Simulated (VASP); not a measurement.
Here is a VASP 6.6.1 calculation.

File INCAR:

```
SYSTEM = Y
PREC     = Accurate       ! precision mode
ENCUT    = 520            ! plane-wave cutoff, eV
EDIFF    = 1E-7           ! SCF threshold, eV
ISMEAR   = 0              ! smearing method
SIGMA    = 0.15           ! smearing width, eV
LREAL    = .False.        ! projectors in reciprocal space
LASPH    = .True.         ! aspherical terms in the spheres
NELM     = 100            ! most SCF steps
ALGO     = Normal         ! electronic algorithm
ISIF     = 2              ! what is computed and relaxed
LWAVE    = .False.        ! write WAVECAR
LCHARG   = .True.         ! write CHGCAR
GGA      = PS             ! functional
LELF     = .True.         ! ELF
LVHAR    = .True.       
NBANDS   = 12             ! bands
```

Contents of KPOINTS:

```
Automatic mesh
0
Gamma
  16 16 16
  0 0 0
```

The input POSCAR:

```
Y
1.0
    0.0000000000      2.4850000000      2.4850000000
    2.4850000000      0.0000000000      2.4850000000
    2.4850000000      2.4850000000      0.0000000000
Y
1
Direct
    0.0000000000      0.0000000000      0.0000000000
```

Potentials or basis: VASP PAW PBE potentials, release 64 (Y_sv).

Run with:

```console
$ cat potpaw_PBE.64/Y_sv/POTCAR > POTCAR
$ mpirun -np 1 vasp_std > vasp.out
```

Task: Predict the pressure.

Result: 0.1 GPa.

Caveat: the PAW data sets were made with another functional, which shifts forces and pressure a little.
